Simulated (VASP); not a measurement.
# Li (P6/mmm) in VASP: further runs

Li is run at these levels: PBEsol; tasks: single point.

Program: VASP 6.6.1. These are calculated values, not measurements. Logs are shortened: lines on timing, memory, paths and dates and some standing lists are left out, and cuts for length are marked.

## (1) The cell of the first run

The structure is hexagonal, space group P6/mmm (No. 191). The conventional cell has a = 4.929 Å, b = 4.929 Å, c = 2.884 Å, α = 90.00°, β = 90.00°, γ = 120.00°. Within 3.8 Å of Li (site symmetry 6/mmm) lie 14 Li at 2.88 to 3.19 Å. Within 3.7 Å of Li (site symmetry -6m2) lie 11 Li at 2.85 to 3.19 Å.

This isn't the form of Li at room conditions, which is bcc.

## (2) Single point, PBEsol (20.23 Å³/atom)

The input, INCAR:

```
SYSTEM = Li
PREC = Accurate
ENCUT = 520
EDIFF = 1E-6
ISMEAR = -1
SIGMA = 0.1
LREAL = .False.
LASPH = .True.
NELM = 80
ALGO = Normal
ISIF = 2
LWAVE = .False.
LCHARG = .False.
GGA = PS
NBANDS = 12
```

The input, KPOINTS:

```
regular mesh
0
Gamma
  8 8 12
  0 0 0
```

The input, POSCAR:

```
Li
1.0
    4.9287205047      0.0000000000      0.0000000000
   -2.4643602523      4.2683971652      0.0000000000
    0.0000000000      0.0000000000      2.8844475853
Li
3
Direct
    0.0000000000      1.0000000000      0.0000000000
    0.3333333333      0.6666666667      0.5000000000
    0.6666666667      0.3333333333      0.5000000000
```

Potentials or basis: VASP PAW PBE potentials, release 64 (Li_sv).

Launch:

```bash
> cat potpaw_PBE.64/Li_sv/POTCAR > POTCAR
> mpirun -np 1 vasp_std > vasp.out
```

OUTCAR:

```text
SYSTEM = Li
   PREC = Accurate
   ENCUT = 520
   EDIFF = 1E-6
   ISMEAR = -1
   LREAL = .False.
   LASPH = .True.
   NELM = 80
   ISIF = 2
   GGA = PS

 ion  position               nearest neighbor table
   1  0.000  0.000  0.000-
   2  0.333  0.667  0.500-
   3  0.667  0.333  0.500-

  LATTYP: Found a hexagonal cell.
 ALAT       =     4.9287205047
 C/A-ratio  =     0.5852325330

  Lattice vectors:

 A1 = (   4.9287205047,   0.0000000000,   0.0000000000)
 A2 = (  -2.4643602523,   4.2683971652,   0.0000000000)
 A3 = (   0.0000000000,   0.0000000000,   2.8844475853)

Analysis of symmetry for initial positions (statically):
=====================================================================
 Subroutine PRICEL returns:
 Original cell was already a primitive cell.

 Routine SETGRP: Setting up the symmetry group for a
 hexagonal supercell.

 Subroutine GETGRP returns: Found 24 space group operations
 (whereof 24 operations were pure point group operations)
 out of a pool of 24 trial point group operations.

The static configuration has the point symmetry D_6h.

Analysis of symmetry for dynamics (positions and initial velocities):
=====================================================================
 Subroutine PRICEL returns:
 Original cell was already a primitive cell.

 Routine SETGRP: Setting up the symmetry group for a
 hexagonal supercell.

 Subroutine GETGRP returns: Found 24 space group operations
 (whereof 24 operations were pure point group operations)
 out of a pool of 24 trial point group operations.

The dynamic configuration has the point symmetry D_6h.

 Subroutine INISYM returns: Found 24 space group operations
 (whereof 24 operations are pure point group operations),
 and found     1 'primitive' translations

----------------------------------------------------------------------------------------

                                     Primitive cell

  volume of cell :      60.6822

  direct lattice vectors                    reciprocal lattice vectors
     4.928720505  0.000000000  0.000000000     0.202892414  0.117139990  0.000000000
    -2.464360252  4.268397165  0.000000000     0.000000000  0.234279979  0.000000000
     0.000000000  0.000000000  2.884447585     0.000000000  0.000000000  0.346686834

  length of vectors
     4.928720505  4.928720505  2.884447585     0.234279979  0.234279979  0.346686834

  position of ions in fractional coordinates (direct lattice)
     0.000000000  0.000000000  0.000000000
     0.333333333  0.666666667  0.500000000
     0.666666667  0.333333333  0.500000000

  ion indices of the primitive-cell ions
   primitive index   ion index
                 1           1
                 2           2
                 3           3

----------------------------------------------------------------------------------------

 KPOINTS: regular mesh

Automatic generation of k-mesh.
 Grid dimensions read from file:
 generate k-points for:    8    8   12

 Generating k-lattice:

  Cartesian coordinates                     Fractional coordinates (reciprocal lattice)
     0.025361552  0.014642499  0.000000000     0.125000000  0.000000000  0.000000000
     0.000000000  0.029284997  0.000000000     0.000000000  0.125000000  0.000000000
     0.000000000  0.000000000  0.028890569     0.000000000  0.000000000  0.083333333

  Length of vectors
     0.029284997  0.029284997  0.028890569

  Shift w.r.t. Gamma in fractional coordinates (k-lattice)
     0.000000000  0.000000000  0.000000000

 Subroutine IBZKPT returns following result:
 ===========================================

 Found     70 irreducible k-points:

 Following reciprocal coordinates:
            Coordinates               Weight
  0.000000  0.000000  0.000000      1.000000
  0.125000  0.000000  0.000000      6.000000
  0.250000  0.000000  0.000000      6.000000
  0.375000  0.000000  0.000000      6.000000
  0.500000  0.000000  0.000000      3.000000
  0.125000  0.125000  0.000000      6.000000
[... 16 lines left out ...]
  0.250000  0.000000  0.166667     12.000000
  0.375000  0.000000  0.166667     12.000000
 [... further k-points ...]
   k-points           NKPTS =     70   k-points in BZ     NKDIM =     70   number of bands    NBANDS=     12
   number of dos      NEDOS =    301   number of ions     NIONS =      3
   total plane-waves  NPLWV =  38400
   dimension x,y,z NGX =    40 NGY =   40 NGZ =   24
   dimension x,y,z NGXF=    80 NGYF=   80 NGZF=   48
   ions per type =               3
   NGX,Y,Z   is equivalent  to a cutoff of  13.49, 13.49, 13.83 a.u.
   NGXF,Y,Z  is equivalent  to a cutoff of  26.98, 26.98, 27.66 a.u.
 SYSTEM =  Li
   PREC   = accura    normal or accurate (medium, high low for compatibility)
   ISTART =      0    job   : 0-new  1-cont  2-samecut
   ICHARG =      2    charge: 1-file 2-atom 10-const
   ISPIN  =      1    spin polarized calculation?
   LNONCOLLINEAR =      F non collinear calculations
   LSORBIT =      F    spin-orbit coupling
   LASPH  =      T    aspherical Exc in radial PAW
   ENCUT  =  520.0 eV  38.22 Ry    6.18 a.u.   9.16  9.16  5.36*2*pi/ulx,y,z
   NELM   =     80;   NELMIN=  2; NELMDL= -5     # of ELM steps
   EDIFF  = 0.1E-05   stopping-criterion for ELM
   LREAL  =      F    real-space projection
   EDIFFG = 0.1E-04   stopping-criterion for IOM
   NSW    =      0    number of steps for IOM
   IBRION =     -1    ionic relax: 0-MD 1-quasi-New 2-CG
   NFREE  =      0    steps in history (QN), initial steepest desc. (CG)
   ISIF   =      2    stress and relaxation
   ISYM   =      2    0-nonsym 1-usesym 2-fastsym
   POTIM  = 0.5000    time-step for ionic-motion
   TEBEG  =    0.0;   TEEND  =   0.0 temperature during run
   PSTRESS=    0.0 pullay stress
   NELECT =       9.0000    total number of electrons
   NUPDOWN=      -1.0000    fix difference up-down
   EMIN   =  10.00;   EMAX   =-10.00  energy-range for DOS
   EFERMI =   0.00;   METHOD = LEGACY
   ISMEAR =    -1;   SIGMA  =   0.10  broadening in eV -4-tet -1-fermi 0-gaus
   EFERMI_NEDOS =   21; number of points for ismear=-14 and -15
   IALGO  =     38    algorithm
   IMIX   =      4    mixing-type and parameters
     AMIX     =   0.40;   BMIX     =  1.00
     AMIX_MAG =   1.60;   BMIX_MAG =  1.00
  volume/ion in A,a.u.               =      20.23       136.50
  Fermi-wavevector in a.u.,A,eV,Ry     =   0.866566  1.637573 10.217119  0.750937
  Thomas-Fermi vector in A             =   1.984974
   LORBIT       =      0    0 simple, 1 ext, 2 COOP (PROOUT), +10 PAW based schemes
   GGA     = PS    functional components
   LHFCALC =     F    Hartree Fock is set to
   AEXX    =    0.0000 exact exchange contribution
   IVDW    =     0    specifies the selected vdW correction
   LEPSILON=     F    determine dielectric tensor
   LRPA    =     F    only Hartree local field effects (RPA)
 non-spin polarized calculation
  energy-cutoff  :      520.00
  volume of cell :       60.68
 maximum number of plane-waves:      1650
 NGX is ok and might be reduce to    40
   NGX = 19   NGY = 19   NGZ = 11

 number of electron       8.9999989 magnetization

 Free energy of the ion-electron system (eV)
  ---------------------------------------------------
  ext. energy  EPLUGINS =         0.00000000
  ---------------------------------------------------
  free energy    TOTEN  =        -5.88508157 eV

  energy without entropy =       -5.83657205  energy(sigma->0) =       -5.86082681

 E-fermi :   0.6330     XC(G=0):  -7.0226

 val. band max:        0.5974888917   @ k =   0.2500   0.1250   0.0000
 cond. band min:       0.6529199710   @ k =   0.2500   0.2500   0.2500
 fundamental gap:      0.0554310793
 Fermi energy:         0.6329672392

 k-point     1 :       0.0000    0.0000    0.0000
  band No.  band energies     occupation
      1     -45.3363      2.00000
      2     -45.3144      2.00000
      3     -45.2171      2.00000
      4      -2.9221      2.00000
      5       2.7304      0.00000
      6       2.7304      0.00000
      7       2.7878      0.00000
      8       2.7878      0.00000
      9       6.5030      0.00000
     10       6.6753      0.00000
     11      10.8464      0.00000
     12      14.9963      0.00000

 k-point     2 :       0.1250    0.0000    0.0000
  band No.  band energies     occupation
      1     -45.3355      2.00000
      2     -45.3151      2.00000
      3     -45.2172      2.00000
      4      -2.8268      2.00000
      5       1.6339      0.00009
      6       1.8721      0.00001
      7       3.5160      0.00000
      8       3.8961      0.00000
      9       6.8730      0.00000
     10       7.0491      0.00000
     11      10.9647      0.00000
     12      14.2112      0.00000

 k-point     3 :       0.2500    0.0000    0.0000
  band No.  band energies     occupation
      1     -45.3334      2.00000
      2     -45.3171      2.00000
      3     -45.2173      2.00000
      4      -2.5404      2.00000
      5       0.4857      1.62681
      6       1.2380      0.00470
      7       3.7440      0.00000
      8       5.2788      0.00000
      9       7.6231      0.00000
     10       8.3229      0.00000
     11      11.3175      0.00000
     12      12.8051      0.00000
[... 286 lines left out ...]
 k-point    23 :       0.2500    0.0000    0.1667
  band No.  band energies     occupation
      1     -45.3302      2.00000
      2     -45.3142      2.00000
      3     -45.2144      2.00000
      4      -2.1645      2.00000
      5       0.9066      0.12168
      6       1.7276      0.00004
      7       3.9566      0.00000
      8       5.7540      0.00000
      9       6.9334      0.00000
     10       7.9533      0.00000
     11       9.5753      0.00000
     12      12.1803      0.00000

 k-point    24 :       0.3750    0.0000    0.1667
  band No.  band energies     occupation
      1     -45.3274      2.00000
      2     -45.3169      2.00000
      3     -45.2145      2.00000
      4      -1.6818      2.00000
      5      -0.1383      1.99911
      6       1.3474      0.00158
      7       3.8942      0.00000
      8       7.3602      0.00000
      9       7.8827      0.00000
     10       9.1230      0.00000
     11       9.8575      0.00000
     12      11.0786      0.00000

 [... further k-points ...]
[... 5 lines left out ...]
  --------------------------------------------------------------------------------------
  -------------------------------------------------------------------------------------
  Total       -0.0480020     -0.0480020      0.0197284     -0.0000000      0.0000000      0.0000000
  in kB       -1.2673846     -1.2673846      0.5208837     -0.0000000      0.0000000      0.0000000
  external PRESSURE =      -0.6712952 kB  Pullay stress =       0.0000000 kB

 VOLUME and BASIS-vectors are now :
 -----------------------------------------------------------------------------
  energy-cutoff  :      520.00
  volume of cell :       60.68
      direct lattice vectors                 reciprocal lattice vectors
     4.928720505  0.000000000  0.000000000     0.202892414  0.117139990  0.000000000
    -2.464360252  4.268397165  0.000000000     0.000000000  0.234279979  0.000000000
     0.000000000  0.000000000  2.884447585     0.000000000  0.000000000  0.346686834

 POSITION                                       TOTAL-FORCE (eV/Angst)
 -----------------------------------------------------------------------------------
      0.00000      0.00000      0.00000        -0.000000      0.000000     -0.000000
     -0.00000      2.84560      1.44222         0.000000     -0.000000      0.000000
      2.46436      1.42280      1.44222        -0.000000      0.000000     -0.000000
 -----------------------------------------------------------------------------------
    total drift:                               -0.000000      0.000000      0.000000

  FREE ENERGIE OF THE ION-ELECTRON SYSTEM (eV)
  ---------------------------------------------------
  free  energy   TOTEN  =        -5.8850815686 eV

  energy  without entropy=       -5.8365720454  energy(sigma->0) =       -5.86082681
```

Run time: 18 s. Hardware: 1 thread of Intel Xeon Platinum 8488C (Sapphire Rapids), shared host; peak memory 0.18 GiB.

What came out:

```yaml
Free_energy: -5.8851 eV
Band_gap_on_the_k_mesh: zero (an odd number of electrons rules out a gap without spin polarisation)
```

Levels at points of the mesh, in eV from the Fermi level:
```csv
k point,band 1,band 2,band 3,band 4,band 5,band 6,band 7,band 8
"(0.00, 0.00, 0.00)",-45.97,-45.95,-45.85,-3.56,2.10,2.10,2.15,2.15
"(0.50, 0.00, 0.00)",-45.96,-45.95,-45.85,-2.04,-2.01,0.10,3.10,8.07
"(0.00, 0.00, 0.50)",-45.96,-45.94,-45.84,-0.52,0.14,5.42,5.48,5.48
"(0.50, 0.00, 0.50)",-45.95,-45.94,-45.84,0.60,0.73,1.98,3.04,4.03
```

Caveat: the cutoff is under 1.25 times the usual one of these potentials, so pressure, stress and relaxed cells hold a basis-set (Pulay) error; the PAW data sets were made with another functional, which shifts forces and pressure a little.

(Continued in part 2 of 2.)
